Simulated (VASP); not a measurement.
# Al12H in VASP: a series of runs

Runs on Al12H. Level: PBEsol. Tasks: single point.

Program: VASP 6.6.1. These are calculated values, not measurements. Logs are shortened: lines on timing, memory, paths and dates and some standing lists are left out, and cuts for length are marked.

### 1 The cell of the first run

The cell holds a slab with vacuum, 13 atoms: a = 5.679 Å, b = 5.679 Å, c = 21.141 Å, α = 90.00°, β = 90.00°, γ = 90.00°.

### 2 Single point, PBEsol

INCAR reads:

```
ALGO = Normal ; DIPOL = 0.5 0.5 0.304
EDIFF = 1E-6 ; ENCUT = 520
GGA = PS ; IDIPOL = 3
ISIF = 2 ; ISMEAR = 0
LASPH = T ; LCHARG = F
LDIPOL = T ; LREAL = F
LWAVE = F ; NBANDS = 30
NELM = 80 ; PREC = Accurate
SIGMA = 0.1
```

KPOINTS reads:

```
k-points
0
Gamma
  5 5 1
```

POSCAR reads:

```
Al12H
1.0
    5.6788540124      0.0000000000      0.0000000000
    0.0000000000      5.6788540124      0.0000000000
    0.0000000000      0.0000000000     21.1413451746
Al H
12 1
Direct
    0.2500000000      0.2500000000      0.1892027195
    0.2500000000      0.7500000000      0.1892027195
    0.7500000000      0.2500000000      0.1892027195
    0.7500000000      0.7500000000      0.1892027195
    0.0000000000      0.0000000000      0.2870821533
    0.0000000000      0.5000000000      0.2870821533
    0.5000000000      0.0000000000      0.2870821533
    0.5000000000      0.5000000000      0.2870821533
    0.2500000000      0.2500000000      0.3850911618
    0.2500000000      0.7500000000      0.3850911618
    0.7500000000      0.2500000000      0.3850911618
    0.7500000000      0.7500000000      0.3850911618
    0.5000000000      0.5000000000      0.5066539090
```

Potentials or basis: VASP PAW PBE potentials, release 64 (Al, H).

On the command line:

```
cat potpaw_PBE.64/Al/POTCAR potpaw_PBE.64/H/POTCAR > POTCAR
mpirun -np 1 vasp_std > vasp.out
```

OUTCAR:

```text
EDIFF = 1E-6
   ENCUT = 520
   GGA = PS
   ISIF = 2
   ISMEAR = 0
   LASPH = T
   LREAL = F
   NELM = 80
   PREC = Accurate

 ion  position               nearest neighbor table
   1  0.250  0.250  0.189-   2 2.84   3 2.84   2 2.84   3 2.84   7 2.88   8 2.88   5 2.88   6 2.88

   2  0.250  0.750  0.189-   1 2.84   4 2.84   1 2.84   4 2.84   7 2.88   8 2.88   5 2.88   6 2.88

   3  0.750  0.250  0.189-   1 2.84   4 2.84   4 2.84   1 2.84   7 2.88   8 2.88   5 2.88   6 2.88
[... 15 lines left out ...]
  11  0.750  0.250  0.385-   9 2.84  12 2.84  12 2.84   9 2.84   5 2.89   6 2.89   7 2.89   8 2.89

  12  0.750  0.750  0.385-  10 2.84  11 2.84  11 2.84  10 2.84   5 2.89   6 2.89   7 2.89   8 2.89

  13  0.500  0.500  0.507-

  LATTYP: Found a simple tetragonal cell.
 ALAT       =     5.6788540124
 C/A-ratio  =     3.7228189223

  Lattice vectors:

 A1 = (   5.6788540124,   0.0000000000,   0.0000000000)
 A2 = (   0.0000000000,   5.6788540124,   0.0000000000)
 A3 = (   0.0000000000,   0.0000000000,  21.1413451746)

Analysis of symmetry for initial positions (statically):
=====================================================================
 Subroutine PRICEL returns:
 Original cell was already a primitive cell.

 Routine SETGRP: Setting up the symmetry group for a
 simple tetragonal supercell.

 Subroutine GETGRP returns: Found  8 space group operations
 (whereof  8 operations were pure point group operations)
 out of a pool of 16 trial point group operations.

The static configuration has the point symmetry C_4v.

Analysis of symmetry for dynamics (positions and initial velocities):
=====================================================================
 Subroutine PRICEL returns:
 Original cell was already a primitive cell.

 Routine SETGRP: Setting up the symmetry group for a
 simple tetragonal supercell.

 Subroutine GETGRP returns: Found  8 space group operations
 (whereof  8 operations were pure point group operations)
 out of a pool of 16 trial point group operations.

The dynamic configuration has the point symmetry C_4v.

 Subroutine INISYM returns: Found  8 space group operations
 (whereof  8 operations are pure point group operations),
 and found     1 'primitive' translations

[... 111 lines left out ...]
   EFERMI =   0.00;   METHOD = LEGACY
   ISMEAR =     0;   SIGMA  =   0.10  broadening in eV -4-tet -1-fermi 0-gaus
   EFERMI_NEDOS =   21; number of points for ismear=-14 and -15
   IALGO  =     38    algorithm
   IMIX   =      4    mixing-type and parameters
     AMIX     =   0.40;   BMIX     =  1.00
     AMIX_MAG =   1.60;   BMIX_MAG =  1.00
  volume/ion in A,a.u.               =      52.45       353.92
  Fermi-wavevector in a.u.,A,eV,Ry     =   0.619808  1.171268  5.226846  0.384162
  Thomas-Fermi vector in A             =   1.678737
   LORBIT       =      0    0 simple, 1 ext, 2 COOP (PROOUT), +10 PAW based schemes
   GGA     = PS    functional components
   LHFCALC =     F    Hartree Fock is set to
   AEXX    =    0.0000 exact exchange contribution
   IVDW    =     0    specifies the selected vdW correction
   LEPSILON=     F    determine dielectric tensor
   LRPA    =     F    only Hartree local field effects (RPA)
 non-spin polarized calculation
 Gauss-broadening in eV      SIGMA  =   0.10
  energy-cutoff  :      520.00
  volume of cell :      681.80
 maximum number of plane-waves:     18411
 NGX is ok and might be reduce to    42
   NGX = 21   NGY = 21   NGZ = 79

 dipolmoment           0.000000      0.000000     -0.143043 electrons x Angstroem

 number of electron      36.9999999 magnetization

 dipolmoment           0.000000      0.000000      0.204131 electrons x Angstroem

 Free energy of the ion-electron system (eV)
  ---------------------------------------------------
  ext. energy  EPLUGINS =         0.00000000
  ---------------------------------------------------
  free energy    TOTEN  =       -45.95342091 eV

  energy without entropy =      -45.93128344  energy(sigma->0) =      -45.94235217

 E-fermi :  -1.1615     XC(G=0):  -4.0770

 val. band max:       -1.2090507900   @ k =   0.4000   0.0000   0.0000
 cond. band min:      -1.1596990961   @ k =   0.0000   0.0000   0.0000
 fundamental gap:      0.0493516940
 Fermi energy:        -1.1614958106

 k-point     1 :       0.0000    0.0000    0.0000
  band No.  band energies     occupation
      1     -11.3802      2.00000
      2      -9.2333      2.00000
      3      -6.9405      2.00000
      4      -6.9405      2.00000
      5      -6.8329      2.00000
      6      -6.8125      2.00000
[... 187 lines left out ...]
     29       1.8689      0.00000
     30       1.9120      0.00000

------------------------ aborting loop because EDIFF is reached ----------------------------------------

 vacuum level on the upper side and lower side of the slab       (xc-potential included)         0.442        -0.659

  FORCE on cell =-STRESS in cart. coord.  units (eV):
  Direction    XX          YY          ZZ          XY          YZ          ZX
  --------------------------------------------------------------------------------------
  -------------------------------------------------------------------------------------
  Total       -8.1657890     -8.1657890     -3.2425134      0.0000000      0.0000000      0.0000000
  in kB      -19.1891045    -19.1891045     -7.6197082      0.0000000      0.0000000      0.0000000
  external PRESSURE =     -15.3326391 kB  Pullay stress =       0.0000000 kB

 VOLUME and BASIS-vectors are now :
 -----------------------------------------------------------------------------
  energy-cutoff  :      520.00
  volume of cell :      681.80
      direct lattice vectors                 reciprocal lattice vectors
     5.678854012  0.000000000  0.000000000     0.176091866  0.000000000  0.000000000
     0.000000000  5.678854012  0.000000000     0.000000000  0.176091866  0.000000000
     0.000000000  0.000000000 21.141345175     0.000000000  0.000000000  0.047300680

 POSITION                                       TOTAL-FORCE (eV/Angst)
 -----------------------------------------------------------------------------------
      1.41971      1.41971      4.00000        -0.056035     -0.056035      0.014145
      1.41971      4.25914      4.00000        -0.056035      0.056035      0.014145
      4.25914      1.41971      4.00000         0.056035     -0.056035      0.014145
      4.25914      4.25914      4.00000         0.056035      0.056035      0.014145
      0.00000      0.00000      6.06930        -0.000000      0.000000     -0.057837
      0.00000      2.83943      6.06930        -0.000000      0.000000     -0.002808
      2.83943      0.00000      6.06930        -0.000000      0.000000     -0.002808
      2.83943      2.83943      6.06930        -0.000000      0.000000      0.137018
      1.41971      1.41971      8.14135        -0.041207     -0.041207      0.244130
      1.41971      4.25914      8.14135        -0.041207      0.041207      0.244130
      4.25914      1.41971      8.14135         0.041207     -0.041207      0.244130
      4.25914      4.25914      8.14135         0.041207      0.041207      0.244130
      2.83943      2.83943     10.71135        -0.000000      0.000000     -1.106666
 -----------------------------------------------------------------------------------
    total drift:                               -0.000000      0.000000      0.000182

  FREE ENERGIE OF THE ION-ELECTRON SYSTEM (eV)
  ---------------------------------------------------
  free  energy   TOTEN  =       -45.9534209113 eV

  energy  without entropy=      -45.9312834358  energy(sigma->0) =      -45.94235217

 vacuum level on the upper side and lower side of the slab         4.394         3.257
```

It took 5.1 min on 1 thread of Intel Xeon Platinum 8559C (Emerald Rapids), shared host; peak memory 0.58 GiB.

What came out:

```
Free energy            : -45.9534 eV
Largest force          : 1.107 eV/Å
Band gap on the k mesh : zero (an odd number of electrons rules out a gap without spin polarisation)
```

Forces on the atoms (eV/Å):
```
Al  -0.056 -0.056  0.014
Al  -0.056  0.056  0.014
Al   0.056 -0.056  0.014
Al   0.056  0.056  0.014
Al   0.000  0.000 -0.058
Al   0.000  0.000 -0.003
Al   0.000  0.000 -0.003
Al   0.000  0.000  0.137
Al  -0.041 -0.041  0.244
Al  -0.041  0.041  0.244
Al   0.041 -0.041  0.244
Al   0.041  0.041  0.244
H    0.000  0.000 -1.107
```

Caveat: the PAW data sets were made with another functional, which shifts forces and pressure a little.

### 3 Single point, PBEsol

INCAR reads:

```
SYSTEM = Al12H
PREC     = Accurate       ! precision mode
ENCUT    = 520            ! plane-wave cutoff, eV
EDIFF    = 1E-6           ! SCF threshold, eV
ISMEAR   = 0              ! smearing method
SIGMA    = 0.1            ! smearing width, eV
LREAL    = .FALSE.        ! projectors in reciprocal space
LASPH    = .TRUE.         ! aspherical terms in the spheres
NELM     = 100            ! most SCF steps
ALGO     = Normal         ! electronic algorithm
ISIF     = 2              ! what is computed and relaxed
LWAVE    = .FALSE.        ! write WAVECAR
LCHARG   = .FALSE.        ! write CHGCAR
LDIPOL   = .TRUE.       
IDIPOL   = 3            
DIPOL    = 0.5 0.5 0.295
GGA      = PS             ! functional
NBANDS   = 30             ! bands
```

KPOINTS reads:

```
regular mesh
0
G
  5 5 1
  0 0 0
```

Edit POSCAR of step 2 so:

```diff
@@ -20,2 +20,2 @@
     0.7500000000      0.7500000000      0.3850911618
-    0.5000000000      0.5000000000      0.5066539090
+    0.5000000000      0.5000000000      0.3940782909
```

Potentials or basis: VASP PAW PBE potentials, release 64 (Al, H).

On the command line:

```
cat potpaw_PBE.64/Al/POTCAR potpaw_PBE.64/H/POTCAR > POTCAR
mpirun -np 1 vasp_std > vasp.out
```

It took 4.6 min on 1 thread of Intel Xeon Platinum 8559C (Emerald Rapids), shared host; peak memory 0.59 GiB.

It converged, with:

```yaml
Free_energy: -47.5916 eV
Largest_force: 0.578 eV/Å
Band_gap_on_the_k_mesh: zero (an odd number of electrons rules out a gap without spin polarisation)
```

Forces on the atoms (eV/Å):
```
Al   0.009  0.009 -0.118
Al   0.009 -0.009 -0.118
Al  -0.009  0.009 -0.118
Al  -0.009 -0.009 -0.118
Al   0.000  0.000 -0.024
Al   0.000  0.000  0.051
Al   0.000  0.000  0.051
Al   0.000  0.000 -0.276
Al  -0.208 -0.208  0.023
Al  -0.208  0.208  0.023
Al   0.208 -0.208  0.023
Al   0.208  0.208  0.023
H    0.000  0.000  0.578
```

Levels at points of the mesh, in eV from the Fermi level:
| k point | band 15 | band 16 | band 17 | band 18 | band 19 | band 20 | band 21 | band 22 | band 23 | band 24 |
| --- | --- | --- | --- | --- | --- | --- | --- | --- | --- | --- |
| (0.00, 0.00, 0.00) | -1.41 | -0.96 | -0.96 | -0.87 | -0.41 | -0.21 | -0.21 | -0.14 | 0.95 | 1.45 |

Caveat: the PAW data sets were made with another functional, which shifts forces and pressure a little.

The gap in the log of VASP goes by the Fermi energy; the results here count the filled bands.